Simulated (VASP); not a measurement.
Here is a VASP 6.6.1 calculation.

The input INCAR:

```
ALGO     = Normal         # electronic algorithm
EDIFF    = 1E-6           # SCF threshold, eV
ENCUT    = 820            # plane-wave cutoff, eV
GGA_COMPAT= False        
ISIF     = 2              # what is computed and relaxed
ISMEAR   = -1             # smearing method
LASPH    = True           # aspherical terms in the spheres
LCHARG   = False          # write CHGCAR
LREAL    = False          # projectors in reciprocal space
LWAVE    = False          # write WAVECAR
NBANDS   = 22             # bands
NELM     = 120            # most SCF steps
PREC     = Accurate       # precision mode
SIGMA    = 0.05           # smearing width, eV
```

The input KPOINTS:

```
k-points
0
Gamma
  9 9 9
```

The input POSCAR:

```
ZnCu
1.0
    2.9051978236      0.0000000000      0.0000000000
    0.0000000000      2.9051978236      0.0000000000
    0.0000000000      0.0000000000      2.9051978236
Zn Cu
1 1
Direct
    0.5000000000      0.5000000000      0.5000000000
    0.0000000000      0.0000000000      0.0000000000
```

Potentials or basis: VASP PAW LDA potentials, release 64 (Zn, Cu_sv_GW).

Run with:

```sh
$ cat potpaw_LDA.64/Zn/POTCAR potpaw_LDA.64/Cu_sv_GW/POTCAR > POTCAR
$ mpirun -np 1 vasp_std > vasp.out
```

Task: Estimate the pressure.

Result: -5.3 GPa.

Task: Predict the band gap on the k mesh.

Result: Zero (an odd number of electrons rules out a gap without spin polarisation).

Caveat: the cell stands under tension.
